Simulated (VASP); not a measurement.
Set up this calculation in VASP 6.6.1, as the native input.

| Item | Value |
| --- | --- |
| Task | single point |
| Functional | PBE |
| Potentials or basis | VASP PAW PBE potentials, release 64 (Si, Mo_sv) |
| Cutoff | 520 eV |
| k mesh | 20 × 20 × 20 |
| Occupations | fermi-dirac, width 0.05 eV |
| Spin | no spin polarisation |
| Dipole correction | no |
| Further INCAR settings | ALGO = Normal; EDIFF = 1e-06; NBANDS = 18 |

The structure of Si2Mo lies in POSCAR:

```
Si2Mo
1.0
   -1.6000000000      1.6000000000      3.9698050000
    1.6000000000     -1.6000000000      3.9698050000
    1.6000000000      1.6000000000     -3.9698050000
Si Mo
2 1
Direct
    0.3351436047      0.3351436047      0.0000000000
    0.6648563953      0.6648563953      0.0000000000
    0.0000000000      0.0000000000      0.0000000000
```

This cell differs from its parent crystal: z stretched by +1 %, then relaxed in part.

The input as run:

INCAR

```
ALGO = Normal
EDIFF = 1E-6
ENCUT = 520
GGA = PE
ISIF = 2
ISMEAR = -1
LASPH = True
LCHARG = False
LREAL = False
LWAVE = False
NBANDS = 18
NELM = 60
PREC = Accurate
SIGMA = 0.05
```

KPOINTS

```
k-points
0
Gamma
  20 20 20
```

Potentials or basis: VASP PAW PBE potentials, release 64 (Si, Mo_sv).

Run with:

```bash
$ cat potpaw_PBE.64/Si/POTCAR potpaw_PBE.64/Mo_sv/POTCAR > POTCAR
$ mpirun -np 1 vasp_std > vasp.out
```

Results of the run:

```json
{
 "Pressure": "0.4 GPa",
 "Band gap on the k mesh": "zero (bands 11 and 12 overlap by 0.92 eV)"
}
```

Caveat: the cell differs from its parent crystal (z stretched by +1 %, then relaxed in part); the stress differs along the axes, from -3 to 2 GPa.

Wall time 13 min on 1 thread of Oxide Virtual Turin-like Processor (shared host), peak memory 0.52 GiB.
